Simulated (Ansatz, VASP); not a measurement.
# Re: VASP beside Ansatz

File INCAR:

```
SYSTEM = Re
  PREC = Accurate
  ENCUT = 520
  EDIFF = 1E-8
  ISMEAR = -1
  SIGMA = 0.05
  LREAL = .False.
  LASPH = .True.
  NELM = 80
  ALGO = Normal
  ISIF = 2
  LWAVE = .False.
  LCHARG = .False.
  GGA = PS
  LEFG = .True.
  NBANDS = 10
```

Contents of KPOINTS:

```
regular mesh
0
Gamma
  14 14 14
  0 0 0
```

File POSCAR:

```
Re
1.0
    0.0000000000      1.9483075387      1.9483075387
    1.9483075387      0.0000000000      1.9483075387
    1.9483075387      1.9483075387      0.0000000000
Re
1
Direct
    0.0000000000      0.0000000000      0.0000000000
```

Input for Ansatz:

```yaml
crystal:
  lattice:
    - [0.0, 1.9483075387, 1.9483075387]
    - [1.9483075387, 0.0, 1.9483075387]
    - [1.9483075387, 1.9483075387, 0.0]
  atoms:
    - { symbol: Re, position: [0.0, 0.0, 0.0] }
kpoints:
  mp_grid: { grid: [14, 14, 14] }
scf:
  occupations: { method: fermi_dirac, width: 0.05 }
hamiltonian:
  xc: pbesol
  pseudopotentials: { kind: all_electron, datasets: crystal }
output:
  forces: true
  stress: true
  eigenvalues: true
  efg: { contact_densities: true }
```

Change from the starting cell: volume scaled by 0.96, crystal datasets.

Alike in both runs: task electric field gradients; functional PBEsol; k mesh 14 × 14 × 14; occupations fermi-dirac, width 0.05 eV; no spin polarisation.

```csv
,VASP,Ansatz
version,VASP 6.6.1,Ansatz 0.2.0
potentials or method,"VASP PAW PBE potentials, release 64 (Re), cutoff 520 eV","all-electron PAW with datasets made for the crystal, scalar-relativistic"
```

```csv
,VASP,Ansatz,Ansatz less VASP
pressure (GPa),-5.0,-4.8,+0.23
```

VASP's potentials were made for PBE, not for PBEsol. Ansatz ran all-electron here, and VASP with PAW potentials.

Spin-orbit coupling is off throughout.
